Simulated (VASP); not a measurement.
Wanted: the native input for a VASP 6.6.1 run.

```yaml
Task: single point
Functional: PBEsol
Potentials_or_basis: VASP PAW PBE potentials, release 64 (Zn)
Cutoff: 500 eV
k_mesh: 8 × 8 × 8
Occupations: gaussian, width 0.1 eV
Spin: no spin polarisation
Dipole_correction: no
Further_INCAR_settings: ALGO = Normal; EDIFF = 1e-06; NBANDS = 12
```

The structure of Zn lies in POSCAR:

```
Zn
1.0
    0.0000000000      1.9800838705      1.9800838705
    1.9800838705      0.0000000000      1.9800838705
    1.9800838705      1.9800838705      0.0000000000
Zn
1
Direct
    0.0000000000      0.0000000000      0.0000000000
```

This cell differs from its parent crystal: Cd replaced by Zn, lengths x 0.908, strained.

The input as run:

INCAR

```
SYSTEM = Zn
ALGO = Normal
EDIFF = 1E-6
ENCUT = 500
GGA = PS
GGA_COMPAT = .False.
ISIF = 2
ISMEAR = 0
LASPH = .True.
LCHARG = .False.
LREAL = .False.
LWAVE = .False.
NBANDS = 12
NELM = 120
PREC = Accurate
SIGMA = 0.1
```

KPOINTS

```
k-points
0
Gamma
  8 8 8
  0 0 0
```

Potentials or basis: VASP PAW PBE potentials, release 64 (Zn).

The run is started by

```bash
$ cat potpaw_PBE.64/Zn/POTCAR > POTCAR
$ mpirun -np 1 vasp_std > vasp.out
```

It gave:

- Pressure: -5.8 GPa
- Band gap on the k mesh: zero (band 6 reaches 4.98 eV, above the bottom of band 7 at 1.33 eV)

Caveat: the cell differs from its parent crystal (Cd replaced by Zn, lengths x 0.908, strained); the PAW data sets were made with another functional, which shifts forces and pressure a little.

Run time: 5.6 s on 1 thread of Intel(R) Xeon(R) Platinum 8488C (Sapphire Rapids) (shared host), peak memory 0.12 GiB.
